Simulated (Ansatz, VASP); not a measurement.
One calculation of AlIn2As3, two programs

```
Al In As
1.0
     4.25223    0.00000    0.00000
    -2.12612    3.68254    0.00000
     0.00000    0.00000   21.02466
Al In As
2 4 6
Direct
  0.33333 0.66667 0.66670
  0.66667 0.33333 0.16670
  0.33333 0.66667 0.00385
  0.33333 0.66667 0.33095
  0.66667 0.33333 0.50385
  0.66667 0.33333 0.83095
  0.33333 0.66667 0.13163
  0.33333 0.66667 0.45792
  0.33333 0.66667 0.78495
  0.66667 0.33333 0.28495
  0.66667 0.33333 0.63163
  0.66667 0.33333 0.95792
```

Alike in both runs: task single point; functional PBE; k mesh 6 × 6 × 1; occupations gaussian, width 0.2 eV; no spin polarisation.

|  | VASP | Ansatz |
| --- | --- | --- |
| version | VASP 6.6.1 | Ansatz 0.2.0 |
| potentials or method | VASP PAW PBE potentials, release 64 (Al, In_d, As), cutoff 520 eV | scalar-relativistic, plane waves, PAW |
| valence electrons in the cell | 88 | 148 |

|  | VASP | Ansatz | Ansatz less VASP |
| --- | --- | --- | --- |
| gap on the k mesh at the Fermi level (eV) | none | none | - |
| pressure (GPa) | 0.1 | 0.1 | -0.07 |
| rms of the force components (eV/Å) | 0.008 | 0.007 | -0.0004 |

Atom by atom the forces differ by 0.001 eV/Å (rms over components). A gap of «none» marks a metal or a gap that the smearing closes. VASP's potentials hold 88 valence electrons a cell and Ansatz's 148, so a difference there can come from the potentials and not from the codes.
